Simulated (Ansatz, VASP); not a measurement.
**HgTe in VASP and in Ansatz**

```
Hg Te
1.0
     0.00000    3.16287    3.16287
     3.16287    0.00000    3.16287
     3.16287    3.16287    0.00000
Hg Te
1 1
Direct
  0.00000 0.00000 0.00000
  0.75000 0.75000 0.75000
```

Alike in both runs: task single point; functional PBE; k mesh 12 × 12 × 12; occupations gaussian, width 0.1 eV; no spin polarisation.

|  | VASP | Ansatz |
| --- | --- | --- |
| version | VASP 6.6.1 | Ansatz 0.2.0 |
| potentials or method | VASP PAW PBE potentials, release 64 (Hg, Te), cutoff 520 eV | scalar-relativistic, plane waves, PAW |
| valence electrons in the cell | 18 | 36 |

Ansatz gave:

| Quantity | Value |
| --- | --- |
| gap on the k mesh at the Fermi level (eV) | none |
| pressure (GPa) | 7.6 |

Q: What did VASP give for the same quantities?

A: gap on the k mesh at the Fermi level (eV): none; pressure (GPa): 7.7.

A gap of «none» marks a metal or a gap that the smearing closes. The functional is the same, so the differences come from potentials, cutoffs and numerics. VASP's potentials hold 18 valence electrons a cell and Ansatz's 36, so a difference there can come from the potentials and not from the codes.

Neither program's run includes spin-orbit coupling.
